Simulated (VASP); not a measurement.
Wanted: the native input for a VASP 6.6.1 run.

* Task: single point
* Functional: LDA
* Potentials or basis: VASP PAW LDA potentials, release 64 (Ti_sv, Al)
* Cutoff: 520 eV
* k mesh: 16 × 16 × 16
* Occupations: gaussian, width 0.15 eV
* Spin: no spin polarisation
* Dipole correction: no
* Further INCAR settings: ALGO = Fast; EDIFF = 1e-07; NBANDS = 14

The structure of TiAl lies in POSCAR:

```
TiAl
1.0
    3.2005553853      0.0000000000      0.0000000000
    0.0000000000      3.2005553853      0.0000000000
    0.0000000000      0.0000000000      2.7086300226
Ti Al
1 1
Direct
    0.0000000000      0.0000000000      0.0000000000
    0.5000000000      0.5000000000      0.5000000000
```

The input as run:

INCAR

```
SYSTEM = TiAl
PREC = Accurate
ENCUT = 520
EDIFF = 1E-7
ISMEAR = 0
SIGMA = 0.15
LREAL = .False.
LASPH = .True.
NELM = 60
ALGO = Fast
ISIF = 2
LWAVE = .False.
LCHARG = .True.
LELF = .True.
LVHAR = .True.
NBANDS = 14
```

KPOINTS

```
regular mesh
0
Gamma
  16 16 16
  0 0 0
```

Potentials or basis: VASP PAW LDA potentials, release 64 (Ti_sv, Al).

Command:

```bash
$ cat potpaw_LDA.64/Ti_sv/POTCAR potpaw_LDA.64/Al/POTCAR > POTCAR
$ mpirun -np 1 vasp_std > vasp.out
```

Results of the run:

| Quantity | Value |
| --- | --- |
| Pressure | 15.5 GPa |
| Band gap on the k mesh | zero (an odd number of electrons rules out a gap without spin polarisation) |

Caveat: the cell stands under pressure.

Run time: 2.7 min on 1 thread of Intel(R) Xeon(R) Platinum 8259CL CPU @ 2.50GHz (Skylake/Cascade Lake), with other jobs on the host, peak memory 0.26 GiB.
